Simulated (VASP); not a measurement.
Here is a VASP 6.6.1 calculation.

File INCAR:

```
PREC = Accurate
ENCUT = 500
EDIFF = 1E-6
ISMEAR = 0
SIGMA = 0.15
LREAL = F
LASPH = T
NELM = 120
ALGO = Normal
ISIF = 2
LWAVE = F
LCHARG = F
NBANDS = 22
GGA_COMPAT = F
```

File KPOINTS:

```
regular mesh
0
Gamma
  21 21 12
```

Contents of POSCAR:

```
MoOs
1.0
    2.9965554740      0.0000000000      0.0000000000
   -1.4982777370      2.5950931644      0.0000000000
    0.0000000000      0.0000000000      3.8840622568
Mo Os
1 1
Direct
    0.6666666667      0.3333333333      0.5000000000
    0.3333333333      0.6666666667      0.0000000000
```

Potentials or basis: VASP PAW LDA potentials, release 64 (Mo_sv, Os_sv_GW).

The run is started by

```sh
$ cat potpaw_LDA.64/Mo_sv/POTCAR potpaw_LDA.64/Os_sv_GW/POTCAR > POTCAR
$ mpirun -np 1 vasp_std > vasp.out
```

Problem. Estimate the pressure.

Solution. -3.5 GPa.

Problem. Predict the band gap on the k mesh.

Solution. Zero (bands 15 and 16 overlap by 1.75 eV).

Stress tensor (GPa, compression positive):
```
-17.27   0.00   0.00
  0.00 -17.27   0.00
  0.00   0.00  23.96
```

Caveat: the cell stands under tension; spin-orbit coupling is left out, which moves the levels of the heavy elements.
